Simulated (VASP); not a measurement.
Write the native input for VASP 6.6.1 that does the following.

| Quantity | Value |
| --- | --- |
| Task | single point |
| Functional | PBE |
| Potentials or basis | VASP PAW PBE potentials, release 64 (Pb_d, O) |
| Cutoff | 520 eV |
| k mesh | 25 × 25 × 25 |
| Occupations | fermi-dirac, width 0.0612256 eV |
| Spin | no spin polarisation |
| Dipole correction | no |
| Further INCAR settings | ALGO = Normal; EDIFF = 1e-06; NBANDS = 24 |

The structure of PbO3 (ReO3 type) lies in POSCAR:

```
PbO3
1.0
    4.2381627547      0.0000000000      0.0000000000
    0.0000000000      4.2381627547      0.0000000000
    0.0000000000      0.0000000000      4.2381627547
Pb O
1 3
Direct
    0.0000000000      0.0000000000      0.0000000000
    0.5000000000      0.0000000000      0.0000000000
    0.0000000000      0.5000000000      0.0000000000
    0.0000000000      0.0000000000      0.5000000000
```

These files were run (other wordings do the same):

INCAR

```
ALGO     = Normal         # electronic algorithm
EDIFF    = 1E-6           # SCF threshold, eV
ENCUT    = 520            # plane-wave cutoff, eV
GGA      = PE             # functional
ISIF     = 2              # what is computed and relaxed
ISMEAR   = -1             # smearing method
LASPH    = True           # aspherical terms in the spheres
LCHARG   = True           # write CHGCAR
LELF     = True           # ELF
LREAL    = False          # projectors in reciprocal space
LVHAR    = True         
LWAVE    = False          # write WAVECAR
NBANDS   = 24             # bands
NELM     = 100            # most SCF steps
PREC     = Accurate       # precision mode
SIGMA    = 0.06122561905347299 # smearing width, eV
```

KPOINTS

```
k-points
0
Gamma
  25 25 25
```

Potentials or basis: VASP PAW PBE potentials, release 64 (Pb_d, O).

Launch:

```bash
$ cat potpaw_PBE.64/Pb_d/POTCAR potpaw_PBE.64/O/POTCAR > POTCAR
$ mpirun -np 1 vasp_std > vasp.out
```

Results of the run:

```yaml
Pressure: 2.7 GPa
Band_gap_on_the_k_mesh: zero (bands 16 and 17 overlap by 0.75 eV)
```

Caveat: semilocal functionals underestimate gaps, and a narrow one can read as zero; spin-orbit coupling is left out, which moves the levels of the heavy elements.

Run time: 3.5 min on 1 thread of Intel(R) Xeon(R) Platinum 8559C (Emerald Rapids), with other jobs on the host, peak memory 0.73 GiB.
